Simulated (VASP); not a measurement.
# NdAgO4 (F-43m) in VASP: a series of runs, part 2 of 2

VASP 6.6.1. Earlier steps stand in the parts before.

### 3 Single point, PBE, collinear spin

This run uses another cell than the first one, of 12.74 Å³/atom.

File INCAR:

```
ALGO = Normal
EDIFF = 1E-6
ENCUT = 600
GGA = PE
GGA_COMPAT = F
ISIF = 2
ISMEAR = 0
ISPIN = 2
LASPH = T
LCHARG = F
LMAXMIX = 6
LORBIT = 11
LREAL = F
LWAVE = F
MAGMOM = 0 1 0 0 0 0
NBANDS = 36
NELM = 200
PREC = Accurate
SIGMA = 0.1
```

File KPOINTS:

```
k-points
0
Gamma
  4 4 4
```

File POSCAR:

```
NdAgO4
1.0
    0.0000000000      3.3686058300      3.3686058300
    3.3686058300      0.0000000000      3.3686058300
    3.3686058300      3.3686058300      0.0000000000
Nd Ag O
1 1 4
Direct
    0.7500000000      0.7500000000      0.7500000000
    0.0000000000      0.0000000000      0.0000000000
    0.3748045600      0.3748045600      0.8755863300
    0.8755863300      0.3748045600      0.3748045600
    0.3748045600      0.3748045600      0.3748045600
    0.3748045600      0.8755863300      0.3748045600
```

Potentials or basis: VASP PAW PBE potentials, release 64 (Nd_3, Ag, O), 4f in core.

Run with:

```sh
$ cat potpaw_PBE.64/Nd_3/POTCAR potpaw_PBE.64/Ag/POTCAR potpaw_PBE.64/O/POTCAR > POTCAR
$ mpirun -np 1 vasp_std > vasp.out
```

OUTCAR:

```text
EDIFF = 1E-6
   ENCUT = 600
   GGA = PE
   ISIF = 2
   ISMEAR = 0
   ISPIN = 2
   LASPH = T
   LORBIT = 11
   LREAL = F
   NELM = 200
   PREC = Accurate

 ion  position               nearest neighbor table
   1  0.750  0.750  0.750-   3 2.79   4 2.79   6 2.79   5 2.79   5 2.79   5 2.79   4 2.79   6 2.79
                             6 2.79   3 2.79   4 2.79   3 2.79   2 2.92   2 2.92   2 2.92   2 2.92
   2  0.000  0.000  0.000-   1 2.92   1 2.92   1 2.92   1 2.92
   3  0.375  0.375  0.876-   1 2.79   1 2.79   1 2.79
   4  0.876  0.375  0.375-   1 2.79   1 2.79   1 2.79
   5  0.375  0.375  0.375-   1 2.79   1 2.79   1 2.79
   6  0.375  0.876  0.375-   1 2.79   1 2.79   1 2.79

  LATTYP: Found a face centered cubic cell.
 ALAT       =     6.7372116600

  Lattice vectors:

 A1 = (   0.0000000000,   3.3686058300,   3.3686058300)
 A2 = (   3.3686058300,   0.0000000000,   3.3686058300)
 A3 = (   3.3686058300,   3.3686058300,   0.0000000000)

Analysis of symmetry for initial positions (statically):
=====================================================================
 Subroutine PRICEL returns:
 Original cell was already a primitive cell.

 Routine SETGRP: Setting up the symmetry group for a
 face centered cubic supercell.

 Subroutine GETGRP returns: Found 24 space group operations
 (whereof 24 operations were pure point group operations)
 out of a pool of 48 trial point group operations.

The static configuration has the point symmetry T_d .

Analysis of symmetry for dynamics (positions and initial velocities):
=====================================================================
 Subroutine PRICEL returns:
 Original cell was already a primitive cell.

 Routine SETGRP: Setting up the symmetry group for a
[... 165 lines left out ...]
 cond. band min:       4.2955680532   @ k =  -0.2500   0.5000   0.2500
 fundamental gap:      0.1532452747
 Fermi energy:         4.2158079736

 spin component 1

 k-point     1 :       0.0000    0.0000    0.0000
  band No.  band energies     occupation
      1     -33.5203      1.00000
      2     -14.5981      1.00000
      3     -14.5981      1.00000
      4     -14.5981      1.00000
      5     -14.3389      1.00000
      6     -11.8871      1.00000
[... 293 lines left out ...]
     34      14.5368      0.00000
     35      16.5853      0.00000
 Fermi energy:         4.2158079736

 spin component 2

 k-point     1 :       0.0000    0.0000    0.0000
  band No.  band energies     occupation
      1     -33.5204      1.00000
      2     -14.5981      1.00000
      3     -14.5981      1.00000
      4     -14.5981      1.00000
      5     -14.3388      1.00000
      6     -11.8871      1.00000
[... 293 lines left out ...]
     34      14.5369      0.00000
     35      16.5853      0.00000
 [bands above 35 left out]

------------------------ aborting loop because EDIFF is reached ----------------------------------------

  FORCE on cell =-STRESS in cart. coord.  units (eV):
  Direction    XX          YY          ZZ          XY          YZ          ZX
  --------------------------------------------------------------------------------------
  -------------------------------------------------------------------------------------
  Total       -3.5998323     -3.5998323     -3.5998323     -0.0000000     -0.0000000      0.0000000
  in kB      -75.4418393    -75.4418393    -75.4418393     -0.0000000     -0.0000000      0.0000000
  external PRESSURE =     -75.4418393 kB  Pullay stress =       0.0000000 kB

 VOLUME and BASIS-vectors are now :
 -----------------------------------------------------------------------------
  energy-cutoff  :      600.00
  volume of cell :       76.45
      direct lattice vectors                 reciprocal lattice vectors
     0.000000000  3.368605830  3.368605830    -0.148429358  0.148429358  0.148429358
     3.368605830  0.000000000  3.368605830     0.148429358 -0.148429358  0.148429358
     3.368605830  3.368605830  0.000000000     0.148429358  0.148429358 -0.148429358

 POSITION                                       TOTAL-FORCE (eV/Angst)
 -----------------------------------------------------------------------------------
      5.05291      5.05291      5.05291         0.000000      0.000000      0.000000
      0.00000      0.00000      0.00000        -0.000000      0.000000      0.000000
      4.21207      4.21207      2.52514        -0.158807     -0.158807      0.158807
      2.52514      4.21207      4.21207         0.158807     -0.158807     -0.158807
      2.52514      2.52514      2.52514         0.158807      0.158807      0.158807
      4.21207      2.52514      4.21207        -0.158807      0.158807     -0.158807
 -----------------------------------------------------------------------------------
    total drift:                               -0.000079     -0.000079     -0.000079

  FREE ENERGIE OF THE ION-ELECTRON SYSTEM (eV)
  ---------------------------------------------------
  free  energy   TOTEN  =       -27.9707836974 eV

  energy  without entropy=      -27.9530213960  energy(sigma->0) =      -27.96190255

 total charge

# of ion       s       p       d       tot
------------------------------------------
    1        2.068   5.849   0.638   8.555
    2        0.252   0.150   9.335   9.737
    3        1.615   3.119   0.000   4.735
    4        1.615   3.119   0.000   4.735
    5        1.615   3.119   0.000   4.735
    6        1.615   3.119   0.000   4.735
--------------------------------------------------
tot          8.781  18.477   9.973  37.231

 magnetization (x)

# of ion       s       p       d       tot
------------------------------------------
    1       -0.000   0.000  -0.000  -0.000
    2        0.000   0.000  -0.000   0.000
    3       -0.000   0.000   0.000   0.000
    4       -0.000   0.000   0.000   0.000
    5       -0.000   0.000   0.000   0.000
    6       -0.000   0.000   0.000   0.000
--------------------------------------------------
tot         -0.000   0.000  -0.000   0.000
```

OSZICAR:

```text
N       E                     dE             d eps       ncg     rms          rms(c)
DAV:   1     0.358464587811E+03    0.35846E+03   -0.25412E+04  1152   0.139E+03
DAV:   2    -0.855323687151E+01   -0.36702E+03   -0.34334E+03  1348   0.338E+02
[... 12 lines left out ...]
DAV:  15    -0.279707871432E+02    0.13476E-05   -0.15931E-05  1348   0.276E-02    0.142E-02
DAV:  16    -0.279707890504E+02   -0.19072E-05   -0.23375E-06  1120   0.116E-02    0.107E-02
DAV:  17    -0.279707909316E+02   -0.18812E-05   -0.34222E-06  1000   0.121E-02    0.948E-03
DAV:  18    -0.279707886528E+02    0.22787E-05   -0.23216E-06  1052   0.901E-03    0.864E-03
DAV:  19    -0.279707843980E+02    0.42549E-05   -0.15650E-05  1212   0.210E-02    0.402E-03
DAV:  20    -0.279707836974E+02    0.70057E-06   -0.82857E-06  1216   0.152E-02
   1 F= -.27970784E+02 E0= -.27961903E+02  d E =-.177623E-01  mag=     0.0002
```

stdout:

```text
POSCAR found type information on POSCAR NdAgO
 POSCAR found :  3 types and       6 ions
 scaLAPACK will be used
 LDA part: xc-table for (Slater+PW92), standard interpolation
 POSCAR, INCAR and KPOINTS ok, starting setup
 FFT: planning ... GRIDC
 FFT: planning ... GRID_SOFT
 FFT: planning ... GRID
 WAVECAR not read
 entering main loop
```

It took 50 s on 1 thread of Intel Xeon 6975P-C (Granite Rapids), shared host; peak memory 0.31 GiB.

Results:

```yaml
Free_energy: -27.9708 eV
Pressure: -7.5 GPa
Largest_force: 0.275 eV/Å
Band_gap_on_the_k_mesh: zero (filled and empty bands overlap)
Net_moment: 0.00 μB per cell
Valence_electrons_inside_the_program's_atomic_spheres: Nd 8.55; Ag 9.74; O 4.74
```

Forces on the atoms (eV/Å):
```
Nd   0.000  0.000  0.000
Ag   0.000  0.000  0.000
O   -0.159 -0.159  0.159
O    0.159 -0.159 -0.159
O    0.159  0.159  0.159
O   -0.159  0.159 -0.159
```

Levels at points of the mesh, in eV from the Fermi level:
Spin up:
| k point | band 19 | band 20 | band 21 | band 22 | band 23 | band 24 | band 25 | band 26 | band 27 | band 28 |
| --- | --- | --- | --- | --- | --- | --- | --- | --- | --- | --- |
| (0.00, 0.00, 0.00) | -2.18 | -0.10 | -0.10 | -0.10 | 0.11 | 0.63 | 0.63 | 0.63 | 4.05 | 4.05 |
| (0.50, 0.00, 0.00) | -2.07 | -1.66 | -1.48 | -1.48 | -0.07 | 0.55 | 0.55 | 1.11 | 4.27 | 4.27 |
| (0.50, 0.50, 0.00) | -2.36 | -2.33 | -1.72 | -1.72 | -1.09 | 0.43 | 0.43 | 2.13 | 3.65 | 3.96 |
Spin down:
| k point | band 21 | band 22 | band 23 | band 24 | band 25 | band 26 |
| --- | --- | --- | --- | --- | --- | --- |
| (0.00, 0.00, 0.00) | -0.10 | -0.10 | 0.11 | 0.63 | 0.63 | 0.63 |
| (0.50, 0.00, 0.00) | -1.48 | -1.48 | -0.07 | 0.55 | 0.55 | 1.11 |
| (0.50, 0.50, 0.00) | -1.72 | -1.72 | -1.09 | 0.43 | 0.43 | 2.13 |

Caveat: the k points lie up to 0.40 Å⁻¹ apart; the magnetic or orbital state may not be the lowest; spin-orbit coupling is left out, which moves the levels of the heavy elements; the 4f electrons are frozen in the core, so they carry no moment and show no levels. With open d or f shells a metallic result of PBE can be an artefact of self-interaction; +U or a hybrid may open a gap.
